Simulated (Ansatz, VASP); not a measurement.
**InSb: VASP beside Ansatz**

INCAR

```
SYSTEM = InSb
  ALGO = Normal
  EDIFF = 1E-6
  ENCUT = 500
  GGA = PE
  GGA_COMPAT = .False.
  ISIF = 2
  ISMEAR = -1
  LASPH = .True.
  LCHARG = .True.
  LELF = .True.
  LREAL = .False.
  LVHAR = .True.
  LWAVE = .False.
  NBANDS = 16
  NELM = 120
  PREC = Accurate
  SIGMA = 0.15
```

File KPOINTS:

```
k-points
0
Gamma
  8 8 8
  0 0 0
```

The input POSCAR:

```
InSb
1.0
    0.0000000000      3.3308000000      3.3308000000
    3.3308000000      0.0000000000      3.3308000000
    3.3308000000      3.3308000000      0.0000000000
In Sb
1 1
Direct
    0.0000000000      0.0000000000      0.0000000000
    0.2500000000      0.2500000000      0.2500000000
```

Input for Ansatz:

```yaml
crystal:
  lattice:
    - [0.0, 3.3308, 3.3308]
    - [3.3308, 0.0, 3.3308]
    - [3.3308, 3.3308, 0.0]
  atoms:
    - { symbol: In, position: [0.0, 0.0, 0.0] }
    - { symbol: Sb, position: [0.25, 0.25, 0.25] }
basis:
  ecutwfc: 420
kpoints:
  mp_grid: { grid: [8, 8, 8] }
hamiltonian:
  xc: pbe
scf:
  occupations: { method: fermi_dirac, width: 0.15 }
output:
  forces: true
  stress: true
  eigenvalues: true
  write_density: true
  write_potential: true
  elf: true
  volumetric_format: npy
```

Alike in both runs: task single point; functional PBE; k mesh 8 × 8 × 8; occupations fermi-dirac, width 0.15 eV; no spin polarisation.

```csv
,VASP,Ansatz
version,VASP 6.6.1,Ansatz 0.2.0
potentials or method,"VASP PAW PBE potentials, release 64 (In_d, Sb), cutoff 500 eV","scalar-relativistic, plane waves, PAW"
valence electrons in the cell,18,28
```

```tsv
	VASP	Ansatz	Ansatz less VASP
gap on the k mesh at the Fermi level (eV)	none	none	-
pressure (GPa)	-0.4	-0.4	+0.02
```

A gap of «none» marks a metal or a gap that the smearing closes. VASP's potentials hold 18 valence electrons a cell and Ansatz's 28, so a difference there can come from the potentials and not from the codes.

Neither program's run includes spin-orbit coupling.
